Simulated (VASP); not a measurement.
# Pt (I4/mmm) in VASP: notebook

Pt is run at these levels: PBEsol; tasks: single point.

Program: VASP 6.6.1. These are calculated values, not measurements. Logs are shortened: lines on timing, memory, paths and dates and some standing lists are left out, and cuts for length are marked.

### Step 1. The cell of the first run

The structure is tetragonal, space group I4/mmm (No. 139). The conventional cell has a = 3.216 Å, b = 3.216 Å, c = 3.263 Å, α = 90.00°, β = 90.00°, γ = 90.00°. Pt (site symmetry 4/mmm) has 14 Pt at 2.80 to 3.26 Å within 3.7 Å.

### Step 2. Single point, PBEsol (strain +0.015 along x and y, +0.030 along z)

Contents of INCAR:

```
SYSTEM = Pt
PREC     = Accurate       ! precision mode
ENCUT    = 520            ! plane-wave cutoff, eV
EDIFF    = 1E-7           ! SCF threshold, eV
ISMEAR   = 0              ! smearing method
SIGMA    = 0.15           ! smearing width, eV
LREAL    = .FALSE.        ! projectors in reciprocal space
LASPH    = .TRUE.         ! aspherical terms in the spheres
NELM     = 100            ! most SCF steps
ALGO     = Fast           ! electronic algorithm
ISIF     = 2              ! what is computed and relaxed
LWAVE    = .FALSE.        ! write WAVECAR
LCHARG   = .FALSE.        ! write CHGCAR
GGA      = PS             ! functional
NBANDS   = 11             ! bands
```

Contents of KPOINTS:

```
regular mesh
0
G
  22 22 22
  0 0 0
```

Contents of POSCAR:

```
Pt
1.0
   -1.6079833000      1.6079833000      1.6317466000
    1.6079833000     -1.6079833000      1.6317466000
    1.6079833000      1.6079833000     -1.6317466000
Pt
1
Direct
    0.0000000000      0.0000000000      0.0000000000
```

Potentials or basis: VASP PAW PBE potentials, release 64 (Pt).

The run is started by

```sh
cat potpaw_PBE.64/Pt/POTCAR > POTCAR
mpirun -np 1 vasp_std > vasp.out
```

OUTCAR:

```text
SYSTEM = Pt
   PREC = Accurate
   ENCUT = 520
   EDIFF = 1E-7
   ISMEAR = 0
   LREAL = .FALSE.
   LASPH = .TRUE.
   NELM = 100
   ISIF = 2
   GGA = PS

 ion  position               nearest neighbor table
   1  0.000  0.000  0.000-

  LATTYP: Found a body centered tetragonal cell.
 ALAT       =     3.2159666000
 C/A-ratio  =     1.0147783251

  Lattice vectors:

 A1 = (  -1.6079833000,   1.6079833000,   1.6317466000)
 A2 = (   1.6079833000,  -1.6079833000,   1.6317466000)
 A3 = (   1.6079833000,   1.6079833000,  -1.6317466000)

Analysis of symmetry for initial positions (statically):
=====================================================================
 Subroutine PRICEL returns:
 Original cell was already a primitive cell.

 Routine SETGRP: Setting up the symmetry group for a
 body centered tetragonal supercell.

 Subroutine GETGRP returns: Found 16 space group operations
 (whereof 16 operations were pure point group operations)
 out of a pool of 16 trial point group operations.

The static configuration has the point symmetry D_4h.

Analysis of symmetry for dynamics (positions and initial velocities):
=====================================================================
 Subroutine PRICEL returns:
 Original cell was already a primitive cell.

 Routine SETGRP: Setting up the symmetry group for a
 body centered tetragonal supercell.

 Subroutine GETGRP returns: Found 16 space group operations
 (whereof 16 operations were pure point group operations)
 out of a pool of 16 trial point group operations.

The dynamic configuration has the point symmetry D_4h.

 Subroutine INISYM returns: Found 16 space group operations
 (whereof 16 operations are pure point group operations),
 and found     1 'primitive' translations

----------------------------------------------------------------------------------------

                                     Primitive cell

  volume of cell :      16.8762

  direct lattice vectors                    reciprocal lattice vectors
    -1.607983300  1.607983300  1.631746600     0.000000000  0.310948503  0.306420127
     1.607983300 -1.607983300  1.631746600     0.310948503  0.000000000  0.306420127
     1.607983300  1.607983300 -1.631746600     0.310948503  0.310948503  0.000000000

  length of vectors
     2.798895774  2.798895774  2.798895774     0.436557288  0.436557288  0.439747590

  position of ions in fractional coordinates (direct lattice)
     0.000000000  0.000000000  0.000000000

[... 76 lines left out ...]
   LREAL  =      F    real-space projection
   EDIFFG = 0.1E-05   stopping-criterion for IOM
   NSW    =      0    number of steps for IOM
   IBRION =     -1    ionic relax: 0-MD 1-quasi-New 2-CG
   NFREE  =      0    steps in history (QN), initial steepest desc. (CG)
   ISIF   =      2    stress and relaxation
   ISYM   =      2    0-nonsym 1-usesym 2-fastsym
   POTIM  = 0.5000    time-step for ionic-motion
   TEBEG  =    0.0;   TEEND  =   0.0 temperature during run
   PSTRESS=    0.0 pullay stress
   NELECT =      10.0000    total number of electrons
   NUPDOWN=      -1.0000    fix difference up-down
   EMIN   =  10.00;   EMAX   =-10.00  energy-range for DOS
   EFERMI =   0.00;   METHOD = LEGACY
   ISMEAR =     0;   SIGMA  =   0.15  broadening in eV -4-tet -1-fermi 0-gaus
   EFERMI_NEDOS =   21; number of points for ismear=-14 and -15
   IALGO  =     68    algorithm
   IMIX   =      4    mixing-type and parameters
     AMIX     =   0.40;   BMIX     =  1.00
     AMIX_MAG =   1.60;   BMIX_MAG =  1.00
  volume/ion in A,a.u.               =      16.88       113.89
  Fermi-wavevector in a.u.,A,eV,Ry     =   1.375043  2.598454 25.725119  1.890743
  Thomas-Fermi vector in A             =   2.500415
   LORBIT       =      0    0 simple, 1 ext, 2 COOP (PROOUT), +10 PAW based schemes
   GGA     = PS    functional components
   LHFCALC =     F    Hartree Fock is set to
   AEXX    =    0.0000 exact exchange contribution
   IVDW    =     0    specifies the selected vdW correction
   LEPSILON=     F    determine dielectric tensor
   LRPA    =     F    only Hartree local field effects (RPA)
 non-spin polarized calculation
 RMM-DIIS sequential band-by-band and
 Gauss-broadening in eV      SIGMA  =   0.15
  energy-cutoff  :      520.00
  volume of cell :       16.88
 maximum number of plane-waves:       470
 NGX is ok and might be reduce to    24
   NGX = 11   NGY = 11   NGZ = 11

 number of electron      10.0000001 magnetization

 Free energy of the ion-electron system (eV)
  ---------------------------------------------------
  ext. energy  EPLUGINS =         0.00000000
  ---------------------------------------------------
  free energy    TOTEN  =        -6.72754517 eV

  energy without entropy =       -6.71331405  energy(sigma->0) =       -6.72042961

 E-fermi :   8.8767     XC(G=0): -12.9633

 val. band max:        8.8730932665   @ k =  -0.1818  -0.3636   0.1364
 cond. band min:       8.8781465970   @ k =  -0.3182   0.5000   0.1818
 fundamental gap:      0.0050533305
 Fermi energy:         8.8766558753

 k-point     1 :       0.0000    0.0000    0.0000
  band No.  band energies     occupation
      1      -0.0133      2.00000
      2       5.7048      2.00000
      3       5.7048      2.00000
      4       5.8154      2.00000
      5       7.9445      2.00000
      6       8.0855      2.00000
      7      25.7868      0.00000
      8      26.0517      0.00000
      9      26.0517      0.00000
     10      34.7561      0.00000
     11      35.1446      0.00000
[... 309 lines left out ...]
 k-point    24 :      -0.4545    0.0455   -0.0000
  band No.  band energies     occupation
      1       2.9484      2.00000
      2       4.5631      2.00000
      3       7.5785      2.00000
      4       8.0643      2.00000
      5       8.5638      1.99682
      6       9.8237      0.00000
      7      15.6785      0.00000
      8      22.3779      0.00000
      9      24.5080      0.00000
     10      32.1494      0.00000
     11      32.6174      0.00000

 [... further k-points ...]
[... 5 lines left out ...]
  --------------------------------------------------------------------------------------
  -------------------------------------------------------------------------------------
  Total       -2.3558763     -2.3558763     -2.2345600      0.0000000     -0.0000000      0.0000000
  in kB     -223.6594706   -223.6594706   -212.1420866      0.0000000     -0.0000000      0.0000000
  external PRESSURE =    -219.8203426 kB  Pullay stress =       0.0000000 kB

 VOLUME and BASIS-vectors are now :
 -----------------------------------------------------------------------------
  energy-cutoff  :      520.00
  volume of cell :       16.88
      direct lattice vectors                 reciprocal lattice vectors
    -1.607983300  1.607983300  1.631746600     0.000000000  0.310948503  0.306420127
     1.607983300 -1.607983300  1.631746600     0.310948503  0.000000000  0.306420127
     1.607983300  1.607983300 -1.631746600     0.310948503  0.310948503  0.000000000

 POSITION                                       TOTAL-FORCE (eV/Angst)
 -----------------------------------------------------------------------------------
      0.00000      0.00000      0.00000        -0.000000      0.000000      0.000000
 -----------------------------------------------------------------------------------
    total drift:                               -0.000000      0.000000      0.000000

  FREE ENERGIE OF THE ION-ELECTRON SYSTEM (eV)
  ---------------------------------------------------
  free  energy   TOTEN  =        -6.7275451650 eV

  energy  without entropy=       -6.7133140514  energy(sigma->0) =       -6.72042961
```

stdout:

```text
POSCAR found type information on POSCAR Pt
 POSCAR found :  1 types and       1 ions
 scaLAPACK will be used
 -----------------------------------------------------------------------------
|                                                                             |
|                                                                             |
|     You enforced a specific xc type in the INCAR file but a different       |
|     I HOPE YOU KNOW WHAT YOU ARE DOING!                                     |
|                                                                             |
 -----------------------------------------------------------------------------

 LDA part: xc-table for (Slater+PW92), standard interpolation
 POSCAR, INCAR and KPOINTS ok, starting setup
 FFT: planning ... GRIDC
 FFT: planning ... GRID_SOFT
 FFT: planning ... GRID
 WAVECAR not read
 entering main loop
```

It took 79 s on 1 thread of Intel Xeon Platinum 8375C at 2.90GHz (Ice Lake), shared host; peak memory 0.27 GiB.

Results:

```
Free energy            : -6.7275 eV
Pressure               : -22.0 GPa
Band gap on the k mesh : zero (band 5 reaches 9.81 eV, above the bottom of band 6 at 7.91 eV)
```

Caveat: the cell differs from its parent crystal (strain +0.015 along x and y, +0.030 along z); the PAW data sets were made with another functional, which shifts forces and pressure a little; spin-orbit coupling is left out, which moves the levels of the heavy elements.

### Step 3. Single point, PBEsol (strain +0.030 along x and y, +0.015 along z)

Contents of INCAR:

```
ALGO = Fast
EDIFF = 1E-6
ENCUT = 520
GGA = PS
ISIF = 2
ISMEAR = 0
LASPH = T
LCHARG = T
LELF = T
LREAL = F
LVHAR = T
LWAVE = F
NBANDS = 11
NELM = 80
PREC = Accurate
SIGMA = 0.15
```

Contents of KPOINTS:

```
k-points
0
Gamma
  22 22 22
```

Contents of POSCAR:

```
Pt
1.0
   -1.6317466000      1.6317466000      1.6079833000
    1.6317466000     -1.6317466000      1.6079833000
    1.6317466000      1.6317466000     -1.6079833000
Pt
1
Direct
    0.0000000000      0.0000000000      0.0000000000
```

Potentials or basis: VASP PAW PBE potentials, release 64 (Pt).

The run is started by

```sh
cat potpaw_PBE.64/Pt/POTCAR > POTCAR
mpirun -np 1 vasp_std > vasp.out
```

Run time: 69 s. Hardware: 1 thread of Intel Xeon Platinum 8375C at 2.90GHz (Ice Lake), shared host; peak memory 0.27 GiB.

The run converged. Its results:

```yaml
Free_energy: -6.6919 eV
Pressure: -24.0 GPa
Band_gap_on_the_k_mesh: zero (band 5 reaches 9.54 eV, above the bottom of band 6 at 7.71 eV)
```

Stress tensor (GPa, compression positive):
```
-23.65   0.00   0.00
  0.00 -23.65   0.00
  0.00   0.00 -24.83
```

Levels at points of the mesh, in eV from the Fermi level:
```tsv
k point	band 2	band 3	band 4	band 5	band 6	band 7	band 8	band 9
(0.00, 0.00, 0.00)	-3.14	-3.03	-3.03	-0.91	-0.77	16.99	16.99	17.26
(0.50, 0.00, 0.00)	-4.36	-0.98	-0.55	0.50	0.91	5.66	13.13	15.03
(0.50, 0.50, 0.00)	-4.24	-1.12	-0.61	0.41	0.89	5.55	13.31	15.37
(0.50, 0.50, 0.50)	-5.32	0.44	0.44	0.48	7.30	7.30	7.72	11.58
```

Caveat: the cell differs from its parent crystal (strain +0.030 along x and y, +0.015 along z); the PAW data sets were made with another functional, which shifts forces and pressure a little; spin-orbit coupling is left out, which moves the levels of the heavy elements.

### Step 4. Single point, PBEsol (strain -0.030 along x and y, -0.015 along z)

Contents of INCAR:

```
SYSTEM = Pt
  ALGO = Normal
  EDIFF = 1E-6
  ENCUT = 520
  GGA = PS
  ISIF = 2
  ISMEAR = 0
  LASPH = .True.
  LCHARG = .False.
  LREAL = .False.
  LWAVE = .False.
  NBANDS = 11
  NELM = 80
  PREC = Accurate
  SIGMA = 0.15
```

Contents of KPOINTS:

```
k-points
0
Gamma
  22 22 22
  0 0 0
```

Contents of POSCAR:

```
Pt
1.0
   -1.5366934000      1.5366934000      1.5604567000
    1.5366934000     -1.5366934000      1.5604567000
    1.5366934000      1.5366934000     -1.5604567000
Pt
1
Direct
    0.0000000000      0.0000000000      0.0000000000
```

The run is started by

```sh
cat potpaw_PBE.64/Pt/POTCAR > POTCAR
mpirun -np 1 vasp_std > vasp.out
```

Wall time 52 s (1 thread of Intel Xeon Platinum 8375C at 2.90GHz (Ice Lake), shared host); peak memory 0.24 GiB.

The run converged. Its results:

- Free energy: -6.8436 eV
- Pressure: 9.0 GPa
- Band gap on the k mesh: zero (band 5 reaches 12.49 eV, above the bottom of band 6 at 10.07 eV)

Stress tensor (GPa, compression positive):
```
 8.42  0.00  0.00
 0.00  8.42  0.00
 0.00  0.00 10.26
```

Levels at points of the mesh, in eV from the Fermi level:
```tsv
k point	band 3	band 4	band 5	band 6	band 7	band 8
(0.00, 0.00, 0.00)	-3.90	-3.76	-1.17	-0.98	16.87	17.18
(0.50, 0.00, 0.00)	-1.34	-0.70	-0.03	1.23	6.86	13.31
(0.50, 0.50, 0.00)	-1.14	-0.64	0.08	1.26	7.01	13.15
(0.50, 0.50, 0.50)	0.61	0.66	0.66	7.48	7.95	7.95
```

Caveat: the cell differs from its parent crystal (strain -0.030 along x and y, -0.015 along z); the PAW data sets were made with another functional, which shifts forces and pressure a little; spin-orbit coupling is left out, which moves the levels of the heavy elements.

### Step 5. Single point, PBEsol (strain -0.030 along x and y, +0.000 along z)

Contents of INCAR:

```
ALGO = Fast ; EDIFF = 1E-7
ENCUT = 520 ; GGA = PS
ISIF = 2 ; ISMEAR = 0
LASPH = T ; LCHARG = F
LREAL = F ; LWAVE = F
NBANDS = 11 ; NELM = 100
PREC = Accurate ; SIGMA = 0.15
```

Contents of KPOINTS:

```
k-points
0
Gamma
  22 22 22
```

Contents of POSCAR:

```
Pt
1.0
   -1.5366934000      1.5366934000      1.5842200000
    1.5366934000     -1.5366934000      1.5842200000
    1.5366934000      1.5366934000     -1.5842200000
Pt
1
Direct
    0.0000000000      0.0000000000      0.0000000000
```

The run is started by

```sh
cat potpaw_PBE.64/Pt/POTCAR > POTCAR
mpirun -np 1 vasp_std > vasp.out
```

Wall time 78 s (1 thread of Intel Xeon Platinum 8375C at 2.90GHz (Ice Lake), shared host); peak memory 0.24 GiB.

It converged, with:

- Free energy: -6.8555 eV
- Pressure: 4.3 GPa
- Band gap on the k mesh: zero (band 5 reaches 12.18 eV, above the bottom of band 6 at 9.82 eV)

Stress tensor (GPa, compression positive):
```
3.18 0.00 0.00
0.00 3.18 0.00
0.00 0.00 6.51
```

Levels at points of the mesh, in eV from the Fermi level:
```
           k point  band 2  band 3  band 4  band 5  band 6  band 7  band 8  band 9
(0.00, 0.00, 0.00)   -3.86   -3.86   -3.58   -1.24   -0.89   16.69   17.29   17.29
(0.50, 0.00, 0.00)   -5.22   -1.41   -0.69   -0.02    1.17    6.67   13.37   16.54
(0.50, 0.50, 0.00)   -5.52   -1.00   -0.58    0.19    1.24    6.95   13.04   15.79
(0.50, 0.50, 0.50)   -6.61    0.55    0.65    0.65    7.14    8.07    8.07   13.51
```

Caveat: the cell differs from its parent crystal (strain -0.030 along x and y, +0.000 along z); the PAW data sets were made with another functional, which shifts forces and pressure a little; spin-orbit coupling is left out, which moves the levels of the heavy elements.

### Step 6. Summary

| cell | gap on the mesh (eV) | pressure (GPa) |
| --- | --- | --- |
| a = 2.799 Å, angles 109.9, 109.9, 108.7°, 1 atom | none | -22.0 |
| a = 2.813 Å, angles 109.1, 109.1, 110.3°, 1 atom | none | -24.0 |
| a = 2.675 Å, angles 109.9, 109.9, 108.6°, 1 atom | none | 9.0 |
| a = 2.689 Å, angles 110.3, 110.3, 107.8°, 1 atom | none | 4.3 |

Alike in all rows: task single point; level PBEsol; potentials or basis VASP PAW PBE potentials, release 64 (Pt); no spin polarisation; k mesh 22 × 22 × 22; cutoff (eV) 520; smearing gaussian 0.15 eV.

Caveats: the PAW data sets were made with another functional, which shifts forces and pressure a little; spin-orbit coupling is left out, which moves the levels of the heavy elements.

Total energies depend on the potentials used, so only differences within one code and one set of settings carry meaning.
